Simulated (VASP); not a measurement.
Here is a VASP 6.6.1 calculation.

Contents of INCAR:

```
PREC = Accurate
ENCUT = 600
EDIFF = 1E-6
ISMEAR = 0
SIGMA = 0.1
LREAL = F
LASPH = T
NELM = 60
ALGO = Normal
ISIF = 3
LWAVE = F
LCHARG = F
GGA = PE
IBRION = 2
NSW = 100
EDIFFG = -0.01
```

Contents of KPOINTS:

```
regular mesh
0
Gamma
  12 12 12
```

File POSCAR:

```
MgRe3
1.0
    3.9219818349      0.0000000000      0.0000000000
    0.0000000000      3.9219818349      0.0000000000
    0.0000000000      0.0000000000      3.9219818349
Mg Re
1 3
Direct
    0.0000000000      0.0000000000      0.0000000000
    0.0000000000      0.5000000000      0.5000000000
    0.5000000000      0.0000000000      0.5000000000
    0.5000000000      0.5000000000      0.0000000000
```

Potentials or basis: VASP PAW PBE potentials, release 64 (Mg, Re).

Run with:

```console
$ cat potpaw_PBE.64/Mg/POTCAR potpaw_PBE.64/Re/POTCAR > POTCAR
$ mpirun -np 1 vasp_std > vasp.out
```

Q: Estimate the relaxed cell.

A: a = 3.939 Å, b = 3.939 Å, c = 3.939 Å, α = 90.00°, β = 90.00°, γ = 90.00°.

Q: Predict the space group after relaxing (to 0.1 Å).

A: Pm-3m (No. 221).

Step by step:
```tsv
step	energy change (eV)	largest force (eV/Å)	pressure (GPa)	volume (Å³)
1	0.0000	0.0000	3.32	60.33
2	0.0405	0.0000	-7.53	63.10
3	-0.0079	0.0000	-0.03	61.11
```
